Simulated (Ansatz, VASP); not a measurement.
## Al6N: VASP beside Ansatz

INCAR

```
SYSTEM = Al6N
PREC = Accurate
ENCUT = 520
EDIFF = 1E-6
ISMEAR = 0
SIGMA = 0.1
LREAL = .False.
LASPH = .True.
NELM = 60
ALGO = Normal
ISIF = 2
LWAVE = .False.
LCHARG = .True.
LDIPOL = .True.
IDIPOL = 3
DIPOL = 0.5 0.5 0.293
GGA = PE
LELF = .True.
LVHAR = .True.
LVACPOTAV = .True.
NBANDS = 36
```

KPOINTS

```
regular mesh
0
Gamma
  5 5 1
  0 0 0
```

File POSCAR:

```
Al6N
1.0
    5.7143028096      0.0000000000      0.0000000000
    0.0000000000      5.7143028096      0.0000000000
    0.0000000000      0.0000000000     22.1750227687
Al N
12 2
Direct
    0.2500000000      0.2500000000      0.1803831293
    0.2500000000      0.7500000000      0.1803831293
    0.7500000000      0.2500000000      0.1803831293
    0.7500000000      0.7500000000      0.1803831293
    0.0000000000      0.0000000000      0.2744094920
    0.0000000000      0.5000000000      0.2744094920
    0.5000000000      0.0000000000      0.2744094920
    0.5000000000      0.5000000000      0.2744094920
    0.2500000000      0.2500000000      0.3686590473
    0.2500000000      0.7500000000      0.3686590473
    0.7500000000      0.2500000000      0.3686590473
    0.7500000000      0.7500000000      0.3686590473
    0.3385629830      0.5000000000      0.4047356732
    0.6614370170      0.5000000000      0.4047356732
```

Input for Ansatz:

```yaml
crystal:
  lattice:
    - [5.7143028096, 0.0, 0.0]
    - [0.0, 5.7143028096, 0.0]
    - [0.0, 0.0, 22.1750227687]
  atoms:
    - { symbol: Al, position: [0.25, 0.25, 0.1803831293] }
    - { symbol: Al, position: [0.25, 0.75, 0.1803831293] }
    - { symbol: Al, position: [0.75, 0.25, 0.1803831293] }
    - { symbol: Al, position: [0.75, 0.75, 0.1803831293] }
    - { symbol: Al, position: [0.0, 0.0, 0.274409492] }
    - { symbol: Al, position: [0.0, 0.5, 0.274409492] }
    - { symbol: Al, position: [0.5, 0.0, 0.274409492] }
    - { symbol: Al, position: [0.5, 0.5, 0.274409492] }
    - { symbol: Al, position: [0.25, 0.25, 0.3686590473] }
    - { symbol: Al, position: [0.25, 0.75, 0.3686590473] }
    - { symbol: Al, position: [0.75, 0.25, 0.3686590473] }
    - { symbol: Al, position: [0.75, 0.75, 0.3686590473] }
    - { symbol: "N", position: [0.338562983, 0.5, 0.4047356732] }
    - { symbol: "N", position: [0.661437017, 0.5, 0.4047356732] }
basis:
  ecutwfc: 420
kpoints:
  mp_grid: { grid: [5, 5, 1] }
hamiltonian:
  xc: pbe
scf:
  occupations: { method: gaussian, width: 0.1 }
output:
  forces: true
  eigenvalues: true
  write_density: true
  write_potential: true
  elf: true
  volumetric_format: npy
efield:
  axis: 3
  dipole_correction: true
  ramp_width: 0.04
```

Alike in both runs: task single point; functional PBE; k mesh 5 × 5 × 1; occupations gaussian, width 0.1 eV; no spin polarisation.

|  | VASP | Ansatz |
| --- | --- | --- |
| version | VASP 6.6.1 | Ansatz 0.2.0 |
| potentials or method | VASP PAW PBE potentials, release 64 (Al, N), cutoff 520 eV | scalar-relativistic, plane waves, PAW |
| valence electrons in the cell | 46 | 46 |

|  | VASP | Ansatz | Ansatz less VASP |
| --- | --- | --- | --- |
| gap on the k mesh at the Fermi level (eV) | none | none | - |
| rms of the force components (eV/Å) | 1.411 | 1.403 | -0.0079 |
| work function, face that differs most (eV) | 5.16 | 5.15 | -0.006 |

Atom by atom the forces differ by 0.008 eV/Å (rms over components). A gap of «none» marks a metal or a gap that the smearing closes. Ansatz's warnings: xc potential rough in thin density.
